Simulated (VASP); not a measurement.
# GaN: equation of state with r2SCAN

Crystal: GaN.

```xyz
4
Lattice="3.1800 0.0000 0.0000 -1.5900 2.7540 0.0000 0.0000 0.0000 5.1660" Properties=species:S:1:pos:R:3 pbc="T T T"
Ga    1.5900    0.9180    2.5830
Ga    0.0000    1.8360    0.0000
N     1.5900    0.9180    4.5203
N     0.0000    1.8360    1.9373
```

* Program: VASP 6.6.1
* Task: equation of state
* Functional: r2SCAN
* Potentials or basis: VASP PAW PBE potentials, release 64 (Ga_d, N)
* Cutoff: 520 eV
* k mesh: 8 × 8 × 5
* Occupations: gaussian, width 0.03 eV
* Spin: no spin polarisation

```json
{
  "Equilibrium volume": "11.44 Å³/atom",
  "Bulk modulus at fixed shape and positions": "195 GPa",
  "Pressure derivative of the bulk modulus": "4.3 (rough: it moves with the points fitted)"
}
```

Energy against volume, from the lowest point:
| volume (Å³/atom) | energy (meV/atom) |
| --- | --- |
| 10.406 | 66.74 |
| 10.858 | 18.98 |
| 11.310 | 0.00 |
| 11.763 | 4.28 |
| 12.215 | 27.39 |

It took 2.2 min on 8 MPI ranks on AMD EPYC 7R13 Processor (Zen 3), with other jobs on the host, peak memory 0.19 GiB a rank.

Caveat: the cell was scaled at fixed shape and fractional positions, which overstates the stiffness of a crystal with free parameters, most of all of layers and chains; the PAW data sets were made with another functional, which shifts forces and pressure a little.
